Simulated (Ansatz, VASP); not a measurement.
One calculation of Be, two programs

```
Be
1.0
     0.00000    2.51844    2.51844
     2.51844    0.00000    2.51844
     2.51844    2.51844    0.00000
Be
2
Direct
  0.12500 0.12500 0.12500
  0.87500 0.87500 0.87500
```

Alike in both runs: task single point; functional BLYP; k mesh 12 × 12 × 12; occupations fermi-dirac, width 0.1 eV; no spin polarisation.

|  | VASP | Ansatz |
| --- | --- | --- |
| version | VASP 6.6.1 | Ansatz 0.2.0 |
| potentials or method | VASP PAW PBE potentials, release 64 (Be), cutoff 520 eV | plane waves (420 eV) with PAW, scalar-relativistic |
| valence electrons in the cell | 4 | 4 |

|  | VASP | Ansatz | Ansatz less VASP |
| --- | --- | --- | --- |
| pressure (GPa) | -1.4 | -1.4 | -0.01 |

VASP's potentials were made for PBE, not for BLYP. The functional is the same, so the differences come from potentials, cutoffs and numerics.
